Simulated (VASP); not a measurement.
**Cu: single point with PBE**

Cu:

```xyz
1
Lattice="0.0000 1.7887 1.7887 1.7887 0.0000 1.7887 1.7887 1.7887 0.0000" Properties=species:S:1:pos:R:3 pbc="T T T"
Cu    0.0000    0.0000    0.0000
```

```
Program             : VASP 6.6.1
Task                : single point
Functional          : PBE
Potentials or basis : VASP PAW PBE potentials, release 64 (Cu)
Cutoff              : 520 eV
k mesh              : 11 × 11 × 11
Occupations         : fermi-dirac, width 0.1 eV
Spin                : no spin polarisation
```

```yaml
Pressure: 7.2 GPa
```

Levels at points of the mesh, in eV from the Fermi level:
| k point | band 4 | band 5 | band 6 | band 7 | band 8 | band 9 |
| --- | --- | --- | --- | --- | --- | --- |
| (0.00, 0.00, 0.00) | -3.23 | -2.36 | -2.36 | 22.75 | 25.64 | 25.64 |

Run time: 3.6 s on 1 thread of Intel(R) Xeon(R) 6975P-C (Granite Rapids), with other jobs on the host, peak memory 0.12 GiB.
